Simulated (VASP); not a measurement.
The system is Sn.

```
Sn
1.0
    -2.96432    2.96432    1.61635
     2.96432   -2.96432    1.61635
     2.96432    2.96432   -1.61635
Sn
2
Direct
  0.75000 0.25000 0.50000
  0.00000 0.00000 0.00000
```

- Program: VASP 6.6.1
- Task: relaxation of cell and atoms
- Functional: PBE
- Dispersion: D3(BJ)
- Potentials or basis: VASP PAW PBE potentials, release 64 (Sn_d)
- Cutoff: 600 eV
- k mesh: 14 × 14 × 14
- Occupations: gaussian, width 0.1 eV
- Spin: no spin polarisation

At the start: pressure -2.1 GPa; volume 28.41 Å³/atom.

Problem. How do energy, volume and symmetry change on relaxing?

Solution. Over 3 steps the energy falls by 8.2 meV/atom and the volume is 27.20 Å³/atom (-4.3 %); space group I4_1/amd (No. 141, to 0.05 Å).

Step by step:
```tsv
step	energy change (eV)	largest force (eV/Å)	pressure (GPa)	volume (Å³)
1	0.0000	0.0000	-2.09	56.81
2	-0.0153	0.0000	0.57	53.82
3	-0.0164	0.0000	0.00	54.39
```

Final structure:
```
Sn
1.0
    -2.92108    2.92108    1.59359
     2.92108   -2.92108    1.59359
     2.92108    2.92108   -1.59359
Sn
2
Cartesian
  0.0000 2.9211 0.7968
  0.0000 0.0000 0.0000
```

Caveat: pairwise dispersion overbinds metals, which lowers pressure and volume.
